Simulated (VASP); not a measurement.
Input of a VASP 6.6.1 run:

File INCAR:

```
PREC = Accurate
ENCUT = 520
EDIFF = 1E-8
ISMEAR = -1
SIGMA = 0.08
LREAL = False
LASPH = True
NELM = 80
ALGO = Normal
ISIF = 2
LWAVE = False
LCHARG = False
GGA = PE
LEFG = True
NBANDS = 16
```

The input KPOINTS:

```
regular mesh
0
Gamma
  12 12 12
```

POSCAR

```
AgCl
1.0
   -0.0420780594      2.7841649308      2.7841649308
    2.7841649308     -0.0420780594      2.7841649308
    2.7841649308      2.7841649308     -0.0420780594
Ag Cl
1 1
Direct
    0.0000000000      0.0000000000      0.0000000000
    0.5000000000      0.5000000000      0.5000000000
```

Potentials or basis: VASP PAW PBE potentials, release 64 (Ag, Cl).

The run is started by

```console
$ cat potpaw_PBE.64/Ag/POTCAR potpaw_PBE.64/Cl/POTCAR > POTCAR
$ mpirun -np 1 vasp_std > vasp.out
```

Task: Predict the band gap on the k mesh.

Result: 0.90 eV, indirect (least direct gap 2.95 eV).

Task: What does it give for the pressure?

Result: -0.1 GPa.

Electric field gradients, principal values (V/Å²):
```
atom   least  middle  greatest (by size)
1 Ag  -1.547  -1.547               3.093
2 Cl   3.185   3.185              -6.369
```

Caveat: the cell differs from its parent crystal (equal xy, yz and zx shear strains of -1.5 %); without QUAD_EFG the Cq values of the log hold for a quadrupole moment of 1 mb, not for the nuclei. A k mesh can miss the band edges.
